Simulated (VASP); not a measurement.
A run of VASP 6.6.1:

The input POSCAR:

```
As
1.0
    1.8807968987      1.0858785957      3.5140619945
   -1.8807968987      1.0858785957      3.5140619945
    0.0000000000     -2.1717571915      3.5140619945
As
2
Direct
    0.2260000000      0.2260000000      0.2260000000
    0.7740000000      0.7740000000      0.7740000000
```

Contents of INCAR.step1:

```
SYSTEM = As
PREC = Accurate ; ENCUT = 520
EDIFF = 1E-5 ; ISMEAR = -1
SIGMA = 0.05 ; LREAL = .False.
LASPH = .True. ; NELM = 100
ALGO = Normal ; ISIF = 2
LWAVE = .True. ; LCHARG = .False.
NBANDS = 12 ; GGA = PE
```

The input INCAR.step2:

```
SYSTEM = As
PREC = Accurate ; ENCUT = 520
EDIFF = 1E-6 ; ISMEAR = -1
SIGMA = 0.05 ; LREAL = .False.
LASPH = .True. ; NELM = 100
ALGO = Normal ; ISIF = 2
LWAVE = .False. ; LCHARG = .False.
METAGGA = R2SCAN ; LHFCALC = .True.
AEXX = 0.5 ; LMIXTAU = .True.
PRECFOCK = Normal ; NBANDS = 12
ISTART = 1
```

KPOINTS

```
regular mesh
0
Gamma
  5 5 5
  0 0 0
```

Potentials or basis: VASP PAW PBE potentials, release 64 (As).

Launch:

```bash
$ cat potpaw_PBE.64/As/POTCAR > POTCAR
$ cp INCAR.step1 INCAR
$ mpirun -np 1 vasp_std > vasp.out
$ cp INCAR.step2 INCAR
$ mpirun -np 1 vasp_std > vasp.out
```

Hardware: 1 thread of Intel(R) Xeon(R) Platinum 8488C (Sapphire Rapids), with other jobs on the host.

Problem. How long does it take, and how much memory?

Solution. Wall time 11 min on 1 thread of Intel(R) Xeon(R) Platinum 8488C (Sapphire Rapids), on a shared host, peak memory 0.19 GiB. Counts: k points 19.
